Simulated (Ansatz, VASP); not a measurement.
Tl: VASP beside Ansatz

```
Tl
1.0
     0.00000    2.54656    2.54656
     2.54656    0.00000    2.54656
     2.54656    2.54656    0.00000
Tl
1
Direct
  0.00000 0.00000 0.00000
```

Alike in both runs: task electric field gradients; functional PBE; k mesh 14 × 14 × 14; occupations tetrahedron; no spin polarisation.

```csv
,VASP,Ansatz
version,VASP 6.6.1,Ansatz 0.2.0
potentials or method,"VASP PAW PBE potentials, release 64 (Tl_d)","PAW with Ansatz's default frozen-core files, scalar-relativistic"
plane-wave cutoff (eV),520,420
valence electrons in the cell,13,13
```

|  | VASP | Ansatz | Ansatz less VASP |
| --- | --- | --- | --- |
| gap on the k mesh at the Fermi level (eV) | none | none | - |
| pressure (GPa) | -1.5 | -1.4 | +0.05 |

A gap of «none» marks a metal or a gap that the smearing closes. With one functional, cell and mesh, what is left measures potentials, basis and numerics. Ansatz's warnings: band table not solved further, tetrahedron derivatives may miss energy slope.

Spin-orbit coupling is off throughout.
